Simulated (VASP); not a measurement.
WAu: single point with BLYP

WAu:

```
W Au
1.0
     0.00000    2.74798    2.74798
     2.74798    0.00000    2.74798
     2.74798    2.74798    0.00000
W Au
1 1
Direct
  0.00000 0.00000 0.00000
  0.75000 0.75000 0.75000
```

```json
{
  "Program": "VASP 6.6.1",
  "Task": "single point",
  "Functional": "BLYP",
  "Potentials or basis": "VASP PAW PBE potentials, release 64 (W_sv, Au)",
  "Cutoff": "520 eV",
  "k mesh": "8 × 8 × 8",
  "Occupations": "fermi-dirac, width 0.05 eV",
  "Spin": "no spin polarisation",
  "Dipole correction": "no",
  "Further INCAR settings": "ALGO = Normal; EDIFF = 1e-06; NBANDS = 20"
}
```

- Pressure: 42.5 GPa

Levels at points of the mesh, in eV from the Fermi level:
```
           k point  band 11  band 12  band 13  band 14  band 15  band 16
(0.00, 0.00, 0.00)    -0.90    -0.90    -0.90     2.07     2.07     9.47
(0.50, 0.00, 0.00)    -2.05    -0.24    -0.24     1.76     1.76     2.57
(0.50, 0.50, 0.00)    -3.13     0.33     1.55     1.93     1.93     3.65
```

Run time: 48 s on 1 thread of Intel Xeon 8259CL, on a shared host, peak memory 0.18 GiB.

Caveat: the PAW data sets were made with another functional, which shifts forces and pressure a little; spin-orbit coupling is left out, which moves the levels of the heavy elements.
